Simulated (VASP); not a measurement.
# MgS (I4/mmm) in VASP: further runs

Runs on MgS. Level: PBEsol. Tasks: single point.

Program: VASP 6.6.1. These are calculated values, not measurements. Logs are shortened: lines on timing, memory, paths and dates and some standing lists are left out, and cuts for length are marked.

## 1. The cell of the first run

Symmetry: I4/mmm, No. 139, tetragonal system. The conventional cell has a = 3.679 Å, b = 3.679 Å, c = 5.463 Å, α = 90.00°, β = 90.00°, γ = 90.00°. Mg (site symmetry 4/mmm) has 6 S at 2.60 to 2.73 Å within 3.4 Å. Within 3.4 Å of S (site symmetry 4/mmm) lie 6 Mg at 2.60 to 2.73 Å.

## 2. Single point, PBEsol (strain +0.000 along x and y, +0.050 along z)

The input, INCAR:

```
PREC = Accurate
ENCUT = 520
EDIFF = 1E-6
ISMEAR = 0
SIGMA = 0.05
LREAL = F
LASPH = T
NELM = 80
ALGO = Normal
ISIF = 2
LWAVE = F
LCHARG = T
GGA = PS
LELF = T
LVHAR = T
NBANDS = 11
```

The input, KPOINTS:

```
Automatic mesh
0
Gamma
  8 8 8
```

The input, POSCAR:

```
MgS
1.0
    0.0000000000      2.6016500000      2.7317325000
    2.6016500000      0.0000000000      2.7317325000
    2.6016500000      2.6016500000      0.0000000000
Mg S
1 1
Direct
    0.0000000000      0.0000000000      0.0000000000
    0.5000000000      0.5000000000      0.5000000000
```

Potentials or basis: VASP PAW PBE potentials, release 64 (Mg, S).

Command:

```bash
cat potpaw_PBE.64/Mg/POTCAR potpaw_PBE.64/S/POTCAR > POTCAR
mpirun -np 1 vasp_std > vasp.out
```

OUTCAR:

```text
PREC = Accurate
   ENCUT = 520
   EDIFF = 1E-6
   ISMEAR = 0
   LREAL = F
   LASPH = T
   NELM = 80
   ISIF = 2
   GGA = PS

 ion  position               nearest neighbor table
   1  0.000  0.000  0.000-   2 2.60   2 2.60   2 2.60   2 2.60   2 2.73   2 2.73
   2  0.500  0.500  0.500-   1 2.60   1 2.60   1 2.60   1 2.60   1 2.73   1 2.73

  LATTYP: Found a body centered tetragonal cell.
 ALAT       =     3.6792887145
 C/A-ratio  =     1.4849242405

  Lattice vectors:

 A1 = (  -2.6016500000,   0.0000000000,   2.7317325000)
 A2 = (   2.6016500000,   0.0000000000,   2.7317325000)
 A3 = (   0.0000000000,   2.6016500000,  -2.7317325000)

Analysis of symmetry for initial positions (statically):
=====================================================================
 Subroutine PRICEL returns:
 Original cell was already a primitive cell.

 Routine SETGRP: Setting up the symmetry group for a
 body centered tetragonal supercell.

 Subroutine GETGRP returns: Found 16 space group operations
 (whereof 16 operations were pure point group operations)
 out of a pool of 16 trial point group operations.

The static configuration has the point symmetry D_4h.

Analysis of symmetry for dynamics (positions and initial velocities):
=====================================================================
 Subroutine PRICEL returns:
 Original cell was already a primitive cell.

 Routine SETGRP: Setting up the symmetry group for a
 body centered tetragonal supercell.

 Subroutine GETGRP returns: Found 16 space group operations
 (whereof 16 operations were pure point group operations)
 out of a pool of 16 trial point group operations.

The dynamic configuration has the point symmetry D_4h.

 Subroutine INISYM returns: Found 16 space group operations
 (whereof 16 operations are pure point group operations),
 and found     1 'primitive' translations

----------------------------------------------------------------------------------------

                                     Primitive cell

  volume of cell :      36.9799

  direct lattice vectors                    reciprocal lattice vectors
     0.000000000  2.601650000  2.731732500    -0.192185728  0.192185728  0.183034027
     2.601650000  0.000000000  2.731732500     0.192185728 -0.192185728  0.183034027
     2.601650000  2.601650000  0.000000000     0.192185728  0.192185728 -0.183034027

  length of vectors
     3.772392500  3.772392500  3.679288715     0.327676919  0.327676919  0.327676919

  position of ions in fractional coordinates (direct lattice)
     0.000000000  0.000000000  0.000000000
     0.500000000  0.500000000  0.500000000
[... 87 lines left out ...]
   PSTRESS=    0.0 pullay stress
   NELECT =       8.0000    total number of electrons
   NUPDOWN=      -1.0000    fix difference up-down
   EMIN   =  10.00;   EMAX   =-10.00  energy-range for DOS
   EFERMI =   0.00;   METHOD = LEGACY
   ISMEAR =     0;   SIGMA  =   0.05  broadening in eV -4-tet -1-fermi 0-gaus
   EFERMI_NEDOS =   21; number of points for ismear=-14 and -15
   IALGO  =     38    algorithm
   IMIX   =      4    mixing-type and parameters
     AMIX     =   0.40;   BMIX     =  1.00
     AMIX_MAG =   1.60;   BMIX_MAG =  1.00
  volume/ion in A,a.u.               =      18.49       124.78
  Fermi-wavevector in a.u.,A,eV,Ry     =   0.982765  1.857156 13.140865  0.965826
  Thomas-Fermi vector in A             =   2.113872
   LORBIT       =      0    0 simple, 1 ext, 2 COOP (PROOUT), +10 PAW based schemes
   GGA     = PS    functional components
   LHFCALC =     F    Hartree Fock is set to
   AEXX    =    0.0000 exact exchange contribution
   IVDW    =     0    specifies the selected vdW correction
   LEPSILON=     F    determine dielectric tensor
   LRPA    =     F    only Hartree local field effects (RPA)
 non-spin polarized calculation
 Gauss-broadening in eV      SIGMA  =   0.05
  energy-cutoff  :      520.00
  volume of cell :       36.98
 maximum number of plane-waves:      1014
   NGX = 13   NGY = 13   NGZ = 13

 number of electron       8.0000002 magnetization

 Free energy of the ion-electron system (eV)
  ---------------------------------------------------
  ext. energy  EPLUGINS =         0.00000000
  ---------------------------------------------------
  free energy    TOTEN  =        -9.02897044 eV

  energy without entropy =       -9.02897044  energy(sigma->0) =       -9.02897044

 E-fermi :   3.6684     XC(G=0):  -9.6332

 val. band max:        3.3710723966   @ k =   0.0000   0.0000   0.0000
 cond. band min:       5.7915598474   @ k =   0.5000   0.0000   0.5000
 fundamental gap:      2.4204874508
 Fermi energy:         3.6683682928

 k-point     1 :       0.0000    0.0000    0.0000
  band No.  band energies     occupation
      1      -9.1696      2.00000
      2       3.1798      2.00000
      3       3.1798      2.00000
      4       3.3711      2.00000
      5       6.4753      0.00000
      6      10.8153      0.00000
      7      11.3059      0.00000
      8      11.3059      0.00000
      9      13.1540      0.00000
     10      13.8280      0.00000
     11      15.0891      0.00000
[... 309 lines left out ...]
 k-point    24 :       0.3750    0.0000    0.1250
  band No.  band energies     occupation
      1      -8.2291      2.00000
      2      -0.4201      2.00000
      3       2.4108      2.00000
      4       2.4860      2.00000
      5       8.2438      0.00000
      6       9.8138      0.00000
      7      10.9836      0.00000
      8      11.2686      0.00000
      9      14.1898      0.00000
     10      15.9039      0.00000
     11      15.9623      0.00000

 [... further k-points ...]

------------------------ aborting loop because EDIFF is reached ----------------------------------------

  FORCE on cell =-STRESS in cart. coord.  units (eV):
  Direction    XX          YY          ZZ          XY          YZ          ZX
  --------------------------------------------------------------------------------------
  -------------------------------------------------------------------------------------
  Total       -0.6745775     -0.6745775     -1.4879498      0.0000000      0.0000000      0.0000000
  in kB      -29.2264793    -29.2264793    -64.4663327      0.0000000      0.0000000      0.0000000
  external PRESSURE =     -40.9730971 kB  Pullay stress =       0.0000000 kB

 VOLUME and BASIS-vectors are now :
 -----------------------------------------------------------------------------
  energy-cutoff  :      520.00
  volume of cell :       36.98
      direct lattice vectors                 reciprocal lattice vectors
     0.000000000  2.601650000  2.731732500    -0.192185728  0.192185728  0.183034027
     2.601650000  0.000000000  2.731732500     0.192185728 -0.192185728  0.183034027
     2.601650000  2.601650000  0.000000000     0.192185728  0.192185728 -0.183034027

 POSITION                                       TOTAL-FORCE (eV/Angst)
 -----------------------------------------------------------------------------------
      0.00000      0.00000      0.00000         0.000000     -0.000000      0.000000
      2.60165      2.60165      2.73173        -0.000000      0.000000      0.000000
 -----------------------------------------------------------------------------------
    total drift:                                0.000000      0.000000      0.000000

  FREE ENERGIE OF THE ION-ELECTRON SYSTEM (eV)
  ---------------------------------------------------
  free  energy   TOTEN  =        -9.0289704420 eV

  energy  without entropy=       -9.0289704420  energy(sigma->0) =       -9.02897044
```

stdout:

```text
POSCAR found type information on POSCAR MgS
 POSCAR found :  2 types and       2 ions
 scaLAPACK will be used
 -----------------------------------------------------------------------------
|                                                                             |
|                                                                             |
|     You enforced a specific xc type in the INCAR file but a different       |
|     I HOPE YOU KNOW WHAT YOU ARE DOING!                                     |
|                                                                             |
 -----------------------------------------------------------------------------

 LDA part: xc-table for (Slater+PW92), standard interpolation
 POSCAR, INCAR and KPOINTS ok, starting setup
 FFT: planning ... GRIDC
 FFT: planning ... GRID_SOFT
 FFT: planning ... GRID
 WAVECAR not read
 entering main loop
```

Wall time 9.4 s (1 thread of Intel Xeon 6975P-C (Granite Rapids), shared host); peak memory 0.16 GiB.

Results:

```yaml
Free_energy: -9.0290 eV
Pressure: -4.1 GPa
Band_gap_on_the_k_mesh: 2.42 eV, indirect (least direct gap 3.10 eV)
```

Stress tensor (GPa, compression positive):
```
-2.92  0.00  0.00
 0.00 -2.92  0.00
 0.00  0.00 -6.45
```

Caveat: the cell differs from its parent crystal (strain +0.000 along x and y, +0.050 along z); the PAW data sets were made with another functional, which shifts forces and pressure a little. A k mesh can miss the band edges.

## 3. Single point, PBEsol (strain +0.025 along x and y, +0.000 along z)

The input, INCAR:

```
  PREC = Accurate
  ENCUT = 520
  EDIFF = 1E-7
  ISMEAR = 0
  SIGMA = 0.05
  LREAL = F
  LASPH = T
  NELM = 100
  ALGO = Normal
  ISIF = 2
  LWAVE = F
  LCHARG = F
  GGA = PS
  NBANDS = 11
```

The input, KPOINTS:

```
regular mesh
0
Gamma
  8 8 8
```

The input, POSCAR:

```
MgS
1.0
    0.0000000000      2.6666912500      2.6016500000
    2.6666912500      0.0000000000      2.6016500000
    2.6666912500      2.6666912500      0.0000000000
Mg S
1 1
Direct
    0.0000000000      0.0000000000      0.0000000000
    0.5000000000      0.5000000000      0.5000000000
```

Potentials or basis: VASP PAW PBE potentials, release 64 (Mg, S).

Command:

```bash
cat potpaw_PBE.64/Mg/POTCAR potpaw_PBE.64/S/POTCAR > POTCAR
mpirun -np 1 vasp_std > vasp.out
```

Wall time 9.4 s (1 thread of Intel Xeon 6975P-C (Granite Rapids), shared host); peak memory 0.16 GiB.

It converged, with:

* Free energy: -9.0382 eV
* Pressure: -4.4 GPa
* Band gap on the k mesh: 2.49 eV, indirect (least direct gap 3.18 eV)

Stress tensor (GPa, compression positive):
```
-5.03  0.00  0.00
 0.00 -5.03  0.00
 0.00  0.00 -3.03
```

Levels at points of the mesh, in eV from the valence-band top:
| k point | band 2 | band 3 | band 4 | band 5 | band 6 | band 7 |
| --- | --- | --- | --- | --- | --- | --- |
| (0.00, 0.00, 0.00) | -0.11 | 0.00 | 0.00 | 3.18 | 7.76 | 7.76 |
| (0.50, 0.00, 0.00) | -4.68 | -0.61 | -0.55 | 4.28 | 6.60 | 6.87 |
| (0.50, 0.50, 0.00) | -4.03 | -1.70 | -1.70 | 2.49 | 4.29 | 11.53 |
| (0.50, 0.00, 0.50) | -4.05 | -1.71 | -1.50 | 2.61 | 4.38 | 11.27 |

Caveat: the cell differs from its parent crystal (strain +0.025 along x and y, +0.000 along z); the PAW data sets were made with another functional, which shifts forces and pressure a little. A k mesh can miss the band edges.

(Continued in part 2 of 2.)
